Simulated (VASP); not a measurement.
# CdF2 (R3m) in VASP: settings compared

CdF2 is run at these levels: PBE, PBE+D4; tasks: single point.

All numbers are computed with VASP 6.6.1; they aren't measurements. Logs are shortened: lines on timing, memory, paths and dates and some standing lists are left out, and cuts for length are marked.

## 1. The cell of the first run

It takes space group R3m (No. 160, trigonal). Conventional cell: a = 3.819 Å, b = 3.819 Å, c = 9.355 Å, α = 90.00°, β = 90.00°, γ = 120.00°. Cd (site symmetry 3m) has 8 F at 2.22 to 2.57 Å within 2.9 Å. F (site symmetry 3m) has 4 Cd at 2.27 to 2.57 Å and 6 F at 2.63 to 2.77 Å within 3.0 Å. Within 2.9 Å of F (site symmetry 3m) lie 4 Cd at 2.22 to 2.38 Å and 6 F at 2.63 to 2.77 Å.

## 2. Single point, PBE (shortest bond scaled by 1.1)

INCAR reads:

```
SYSTEM = CdF2
PREC = Accurate ; ENCUT = 520
EDIFF = 1E-6 ; ISMEAR = -1
SIGMA = 0.03 ; LREAL = .False.
LASPH = .True. ; NELM = 80
ALGO = Normal ; ISIF = 2
LWAVE = .False. ; LCHARG = .False.
GGA = PE ; NBANDS = 20
```

KPOINTS reads:

```
regular mesh
0
Gamma
  7 7 7
  0 0 0
```

POSCAR reads:

```
CdF2
1.0
    0.0000000000      2.7005188915      2.7005188915
    2.7005188915      0.0000000000      2.7005188915
    2.7005188915      2.7005188915      0.0000000000
Cd F
1 2
Direct
    0.0375000000     -0.0125000000     -0.0125000000
    0.2125000000      0.2625000000      0.2625000000
    0.7500000000      0.7500000000      0.7500000000
```

Potentials or basis: VASP PAW PBE potentials, release 64 (Cd, F).

The run is started by

```sh
> cat potpaw_PBE.64/Cd/POTCAR potpaw_PBE.64/F/POTCAR > POTCAR
> mpirun -np 1 vasp_std > vasp.out
```

OUTCAR:

```text
SYSTEM = CdF2
   PREC = Accurate
   ENCUT = 520
   EDIFF = 1E-6
   ISMEAR = -1
   LREAL = .False.
   LASPH = .True.
   NELM = 80
   ISIF = 2
   GGA = PE

 ion  position               nearest neighbor table
   1  0.038  0.987  0.987-   3 2.22   2 2.27   2 2.27   2 2.27   3 2.38   3 2.38   3 2.38   2 2.57

   2  0.212  0.263  0.263-   1 2.27   1 2.27   1 2.27   1 2.57
   3  0.750  0.750  0.750-   1 2.22   1 2.38   1 2.38   1 2.38

  LATTYP: Found a face centered cubic cell.
 ALAT       =     5.4010377830

  Lattice vectors:

 A1 = (   0.0000000000,   2.7005188915,   2.7005188915)
 A2 = (   2.7005188915,   0.0000000000,   2.7005188915)
 A3 = (   2.7005188915,   2.7005188915,   0.0000000000)

Analysis of symmetry for initial positions (statically):
=====================================================================
 Subroutine PRICEL returns:
 Original cell was already a primitive cell.

 Routine SETGRP: Setting up the symmetry group for a
 face centered cubic supercell.

 Subroutine GETGRP returns: Found  6 space group operations
 (whereof  6 operations were pure point group operations)
 out of a pool of 48 trial point group operations.

The static configuration has the point symmetry C_3v.

Analysis of symmetry for dynamics (positions and initial velocities):
=====================================================================
 Subroutine PRICEL returns:
 Original cell was already a primitive cell.

 Routine SETGRP: Setting up the symmetry group for a
 face centered cubic supercell.

 Subroutine GETGRP returns: Found  6 space group operations
 (whereof  6 operations were pure point group operations)
 out of a pool of 48 trial point group operations.

The dynamic configuration has the point symmetry C_3v.

 Subroutine INISYM returns: Found  6 space group operations
 (whereof  6 operations are pure point group operations),
 and found     1 'primitive' translations

----------------------------------------------------------------------------------------

                                     Primitive cell

  volume of cell :      39.3887

  direct lattice vectors                    reciprocal lattice vectors
     0.000000000  2.700518891  2.700518891    -0.185149603  0.185149603  0.185149603
     2.700518891  0.000000000  2.700518891     0.185149603 -0.185149603  0.185149603
     2.700518891  2.700518891  0.000000000     0.185149603  0.185149603 -0.185149603

  length of vectors
[... 82 lines left out ...]
   ENCUT  =  520.0 eV  38.22 Ry    6.18 a.u.   7.10  7.10  7.10*2*pi/ulx,y,z
   NELM   =     80;   NELMIN=  2; NELMDL= -5     # of ELM steps
   EDIFF  = 0.1E-05   stopping-criterion for ELM
   LREAL  =      F    real-space projection
   EDIFFG = 0.1E-04   stopping-criterion for IOM
   NSW    =      0    number of steps for IOM
   IBRION =     -1    ionic relax: 0-MD 1-quasi-New 2-CG
   NFREE  =      0    steps in history (QN), initial steepest desc. (CG)
   ISIF   =      2    stress and relaxation
   ISYM   =      2    0-nonsym 1-usesym 2-fastsym
   POTIM  = 0.5000    time-step for ionic-motion
   TEBEG  =    0.0;   TEEND  =   0.0 temperature during run
   PSTRESS=    0.0 pullay stress
   NELECT =      26.0000    total number of electrons
   NUPDOWN=      -1.0000    fix difference up-down
   EMIN   =  10.00;   EMAX   =-10.00  energy-range for DOS
   EFERMI =   0.00;   METHOD = LEGACY
   ISMEAR =    -1;   SIGMA  =   0.03  broadening in eV -4-tet -1-fermi 0-gaus
   EFERMI_NEDOS =   21; number of points for ismear=-14 and -15
   IALGO  =     38    algorithm
   IMIX   =      4    mixing-type and parameters
     AMIX     =   0.40;   BMIX     =  1.00
     AMIX_MAG =   1.60;   BMIX_MAG =  1.00
  volume/ion in A,a.u.               =      13.13        88.60
  Fermi-wavevector in a.u.,A,eV,Ry     =   1.425417  2.693648 27.644519  2.031815
  Thomas-Fermi vector in A             =   2.545804
   LORBIT       =      0    0 simple, 1 ext, 2 COOP (PROOUT), +10 PAW based schemes
   GGA     = PE    functional components
   LHFCALC =     F    Hartree Fock is set to
   AEXX    =    0.0000 exact exchange contribution
   IVDW    =     0    specifies the selected vdW correction
   LEPSILON=     F    determine dielectric tensor
   LRPA    =     F    only Hartree local field effects (RPA)
 non-spin polarized calculation
  energy-cutoff  :      520.00
  volume of cell :       39.39
 maximum number of plane-waves:      1073
   NGX = 15   NGY = 15   NGZ = 15

 number of electron      25.9999989 magnetization

 Free energy of the ion-electron system (eV)
  ---------------------------------------------------
  ext. energy  EPLUGINS =         0.00000000
  ---------------------------------------------------
  free energy    TOTEN  =       -10.78168057 eV

  energy without entropy =      -10.78168057  energy(sigma->0) =      -10.78168057

 E-fermi :  -0.6615     XC(G=0): -10.3653

 val. band max:       -1.4228950218   @ k =  -0.2857   0.4286   0.1429
 cond. band min:       1.6861143570   @ k =   0.0000   0.0000   0.0000
 fundamental gap:      3.1090093789
 Fermi energy:        -0.6614793301

 k-point     1 :       0.0000    0.0000    0.0000
  band No.  band energies     occupation
      1     -22.1571      2.00000
      2     -21.0706      2.00000
      3      -7.0071      2.00000
      4      -7.0071      2.00000
      5      -6.8734      2.00000
      6      -5.8091      2.00000
[... 541 lines left out ...]
     19      19.1197      0.00000
     20      19.1924      0.00000

 [... further k-points ...]

------------------------ aborting loop because EDIFF is reached ----------------------------------------

  FORCE on cell =-STRESS in cart. coord.  units (eV):
  Direction    XX          YY          ZZ          XY          YZ          ZX
  --------------------------------------------------------------------------------------
  -------------------------------------------------------------------------------------
  Total        1.7120860      1.7120860      1.7120860     -0.0318620      0.0318620     -0.0318620
  in kB       69.6409216     69.6409216     69.6409216     -1.2960206      1.2960206     -1.2960206
  external PRESSURE =      69.6409216 kB  Pullay stress =       0.0000000 kB

 VOLUME and BASIS-vectors are now :
 -----------------------------------------------------------------------------
  energy-cutoff  :      520.00
  volume of cell :       39.39
      direct lattice vectors                 reciprocal lattice vectors
     0.000000000  2.700518891  2.700518891    -0.185149603  0.185149603  0.185149603
     2.700518891  0.000000000  2.700518891     0.185149603 -0.185149603  0.185149603
     2.700518891  2.700518891  0.000000000     0.185149603  0.185149603 -0.185149603

 POSITION                                       TOTAL-FORCE (eV/Angst)
 -----------------------------------------------------------------------------------
      5.33352      2.76803      2.76803         0.465246     -0.465246     -0.465246
      1.41777      1.28275      1.28275        -0.332507      0.332507      0.332507
      4.05078      4.05078      4.05078        -0.132738      0.132738      0.132738
 -----------------------------------------------------------------------------------
    total drift:                                0.000058     -0.000062     -0.000062

  FREE ENERGIE OF THE ION-ELECTRON SYSTEM (eV)
  ---------------------------------------------------
  free  energy   TOTEN  =       -10.7816805734 eV

  energy  without entropy=      -10.7816805734  energy(sigma->0) =      -10.78168057
```

It took 15 s on 1 thread of Intel Xeon 6975P-C (Granite Rapids), shared host; peak memory 0.17 GiB.

What came out:

| Item | Value |
| --- | --- |
| Free energy | -10.7817 eV |
| Pressure | 7.0 GPa |
| Largest force | 0.806 eV/Å |
| Band gap on the k mesh | 3.11 eV (least direct gap 3.53 eV) |

Forces in eV/Å, atoms in the order of the input:
```
Cd   0.465 -0.465 -0.465
F   -0.333  0.333  0.333
F   -0.133  0.133  0.133
```

Caveat: the cell differs from its parent crystal (shortest bond scaled by 1.1); the cell stands under pressure; an odd mesh through Γ misses points on the zone boundary, where band edges can lie.

## 3. Single point, PBE (shortest bond scaled by 0.76)

INCAR reads:

```
SYSTEM = CdF2
PREC = Accurate
ENCUT = 520
EDIFF = 1E-6
ISMEAR = -1
SIGMA = 0.03
LREAL = .False.
LASPH = .True.
NELM = 60
ALGO = Normal
ISIF = 2
LWAVE = .False.
LCHARG = .True.
GGA = PE
LELF = .True.
LVHAR = .True.
NBANDS = 20
```

KPOINTS reads:

```
Automatic mesh
0
Gamma
  7 7 7
  0 0 0
```

POSCAR reads:

```
CdF2
1.0
    0.0000000000      2.7005188915      2.7005188915
    2.7005188915      0.0000000000      2.7005188915
    2.7005188915      2.7005188915      0.0000000000
Cd F
1 2
Direct
   -0.0900000000      0.0300000000      0.0300000000
    0.3400000000      0.2200000000      0.2200000000
    0.7500000000      0.7500000000      0.7500000000
```

Potentials or basis: VASP PAW PBE potentials, release 64 (Cd, F).

The run is started by

```sh
> cat potpaw_PBE.64/Cd/POTCAR potpaw_PBE.64/F/POTCAR > POTCAR
> mpirun -np 1 vasp_std > vasp.out
```

Wall time 15 s (1 thread of Intel Xeon 6975P-C (Granite Rapids), shared host); peak memory 0.17 GiB.

The run converged. Its results:

| Item | Value |
| --- | --- |
| Free energy | -9.1599 eV |
| Pressure | 29.0 GPa |
| Largest force | 10.088 eV/Å |
| Band gap on the k mesh | 2.67 eV (least direct gap 3.18 eV) |

Forces in eV/Å, atoms in the order of the input:
```
Cd  -5.775  5.775  5.775
F    5.824 -5.824 -5.824
F   -0.049  0.049  0.049
```

Stress tensor (GPa, compression positive):
```
 29.01 -19.26 -19.26
-19.26  29.01  19.26
-19.26  19.26  29.01
```

Levels at points of the mesh, in eV from the valence-band top:
```tsv
k point	band 10	band 11	band 12	band 13	band 14	band 15	band 16	band 17
(0.00, 0.00, 0.00)	-1.14	-1.04	-1.04	-0.51	2.67	12.23	12.23	13.63
```

Caveat: the cell differs from its parent crystal (shortest bond scaled by 0.76); the cell stands under pressure; an odd mesh through Γ misses points on the zone boundary, where band edges can lie; forces of over 1 eV/Å act on the atoms, so gaps and moduli don't describe the material at rest.

## 4. Single point, PBE (shortest bond scaled by 0.7)

INCAR reads:

```
SYSTEM = CdF2
PREC = Accurate
ENCUT = 520
EDIFF = 1E-7
ISMEAR = -1
SIGMA = 0.03
LREAL = .FALSE.
LASPH = .TRUE.
NELM = 100
ALGO = Normal
ISIF = 2
LWAVE = .FALSE.
LCHARG = .FALSE.
GGA = PE
NBANDS = 20
```

KPOINTS reads:

```
Automatic mesh
0
G
  7 7 7
  0 0 0
```

POSCAR reads:

```
CdF2
1.0
    0.0000000000      2.7005188915      2.7005188915
    2.7005188915      0.0000000000      2.7005188915
    2.7005188915      2.7005188915      0.0000000000
Cd F
1 2
Direct
   -0.1125000000      0.0375000000      0.0375000000
    0.3625000000      0.2125000000      0.2125000000
    0.7500000000      0.7500000000      0.7500000000
```

The run is started by

```sh
> cat potpaw_PBE.64/Cd/POTCAR potpaw_PBE.64/F/POTCAR > POTCAR
> mpirun -np 1 vasp_std > vasp.out
```

Wall time 18 s (1 thread of Intel Xeon 6975P-C (Granite Rapids), shared host); peak memory 0.17 GiB.

Results (log left out):

```
Free energy            : -7.1181 eV
Pressure               : 51.6 GPa
Largest force          : 20.198 eV/Å
Band gap on the k mesh : 2.23 eV (least direct gap 2.87 eV)
```

Forces in eV/Å, atoms in the order of the input:
```
Cd  -11.600  11.600  11.600
F    11.662 -11.662 -11.662
F    -0.061   0.061   0.061
```

Stress tensor (GPa, compression positive):
```
 51.59 -38.56 -38.56
-38.56  51.59  38.56
-38.56  38.56  51.59
```

Levels at points of the mesh, in eV from the valence-band top:
```
           k point  band 9  band 10  band 11  band 12  band 13  band 14  band 15  band 16  band 17  band 18
(0.00, 0.00, 0.00)   -1.58    -1.58    -1.44    -1.44    -0.64     2.23    11.81    11.81    13.65    15.97
```

Caveat: the cell differs from its parent crystal (shortest bond scaled by 0.7); the cell stands under pressure; an odd mesh through Γ misses points on the zone boundary, where band edges can lie; forces of over 1 eV/Å act on the atoms, so gaps and moduli don't describe the material at rest.

## 5. Single point, PBE (shortest bond scaled by 0.58)

INCAR reads:

```
ALGO = Normal ; EDIFF = 1E-6
ENCUT = 520 ; GGA = PE
ISIF = 2 ; ISMEAR = -1
LASPH = T ; LCHARG = T
LELF = T ; LREAL = F
LVHAR = T ; LWAVE = F
NBANDS = 20 ; NELM = 100
PREC = Accurate ; SIGMA = 0.03
```

KPOINTS reads:

```
k-points
0
Gamma
  7 7 7
```

POSCAR reads:

```
CdF2
1.0
    0.0000000000      2.7005188915      2.7005188915
    2.7005188915      0.0000000000      2.7005188915
    2.7005188915      2.7005188915      0.0000000000
Cd F
1 2
Direct
   -0.1575000000      0.0525000000      0.0525000000
    0.4075000000      0.1975000000      0.1975000000
    0.7500000000      0.7500000000      0.7500000000
```

The run is started by

```sh
> cat potpaw_PBE.64/Cd/POTCAR potpaw_PBE.64/F/POTCAR > POTCAR
> mpirun -np 1 vasp_std > vasp.out
```

Run time: 16 s. Hardware: 1 thread of Intel Xeon 6975P-C (Granite Rapids), shared host; peak memory 0.17 GiB.

The run converged. Its results:

* Free energy: 4.6017 eV
* Pressure: 150.2 GPa
* Largest force: 74.109 eV/Å
* Band gap on the k mesh: 1.07 eV (least direct gap 2.24 eV)

Forces in eV/Å, atoms in the order of the input:
```
Cd  -42.771  42.771  42.771
F    42.787 -42.787 -42.787
F    -0.016   0.016   0.016
```

Stress tensor (GPa, compression positive):
```
 150.16 -126.82 -126.82
-126.82  150.16  126.82
-126.82  126.82  150.16
```

Levels at points of the mesh, in eV from the valence-band top:
```tsv
k point	band 11	band 12	band 13	band 14	band 15	band 16
(0.00, 0.00, 0.00)	-2.38	-2.38	-1.17	1.07	10.53	10.53
```

Caveat: the cell differs from its parent crystal (shortest bond scaled by 0.58); atoms lie so close that the PAW spheres overlap strongly, which falsifies energies and pressures; the cell stands under pressure; an odd mesh through Γ misses points on the zone boundary, where band edges can lie; forces of over 1 eV/Å act on the atoms, so gaps and moduli don't describe the material at rest.

## 6. Single point, PBE+D4

INCAR reads:

```
SYSTEM = CdF2
ALGO = Normal ; EDIFF = 1E-7
ENCUT = 520 ; GGA = PE
ISIF = 2 ; ISMEAR = -1
IVDW = 13 ; LASPH = .TRUE.
LCHARG = .FALSE. ; LREAL = .FALSE.
LWAVE = .FALSE. ; NBANDS = 20
NELM = 60 ; PREC = Accurate
SIGMA = 0.03
```

KPOINTS reads:

```
k-points
0
G
  7 7 7
  0 0 0
```

POSCAR is that of step 5.

Potentials or basis: VASP PAW PBE potentials, release 64 (Cd, F).

The run is started by

```sh
> cat potpaw_PBE.64/Cd/POTCAR potpaw_PBE.64/F/POTCAR > POTCAR
> mpirun -np 1 vasp_std > vasp.out
```

It took 16 s on 1 thread of Intel Xeon 6975P-C (Granite Rapids), shared host; peak memory 0.17 GiB.

It converged, with:

| Item | Value |
| --- | --- |
| Free energy | 4.0643 eV |
| Pressure | 148.0 GPa |
| Largest force | 74.093 eV/Å |
| Band gap on the k mesh | 1.07 eV (least direct gap 2.24 eV) |
| Dispersion energy per atom | -0.179 eV |

Forces on the atoms (eV/Å):
```
Cd  -42.758  42.758  42.758
F    42.778 -42.778 -42.778
F    -0.020   0.020   0.020
```

Stress tensor (GPa, compression positive):
```
 148.03 -126.82 -126.82
-126.82  148.03  126.82
-126.82  126.82  148.03
```

Levels at points of the mesh, in eV from the valence-band top:
| k point | band 11 | band 12 | band 13 | band 14 | band 15 | band 16 |
| --- | --- | --- | --- | --- | --- | --- |
| (0.00, 0.00, 0.00) | -2.38 | -2.38 | -1.17 | 1.07 | 10.53 | 10.53 |

Caveat: atoms lie so close that the PAW spheres overlap strongly, which falsifies energies and pressures; the cell stands under pressure; an odd mesh through Γ misses points on the zone boundary, where band edges can lie; forces of over 1 eV/Å act on the atoms, so gaps and moduli don't describe the material at rest.

## 7. Summary

| level | cell | gap on the mesh (eV) | pressure (GPa) | largest force (eV/Å) |
| --- | --- | --- | --- | --- |
| PBE | as given, atomic positions A | 3.11 | 7.0 | 0.81 |
| PBE | as given, atomic positions B | 2.67 | 29.0 | 10.09 |
| PBE | as given, atomic positions C | 2.23 | 51.6 | 20.20 |
| PBE | as given, atomic positions D | 1.07 | 150.2 | 74.11 |
| PBE+D4 | as given, atomic positions D | 1.07 | 148.0 | 74.09 |

Alike in all rows: task single point; potentials or basis VASP PAW PBE potentials, release 64 (Cd, F); no spin polarisation; k mesh 7 × 7 × 7; cutoff (eV) 520; smearing fermi-dirac 0.03 eV.

Caveats: the cell stands under pressure; an odd mesh through Γ misses points on the zone boundary, where band edges can lie; forces of over 1 eV/Å act on the atoms, so gaps and moduli don't describe the material at rest (at least some runs); atoms lie so close that the PAW spheres overlap strongly, which falsifies energies and pressures (at least some runs).

Absolute energies hang on the potentials; compare differences alone.
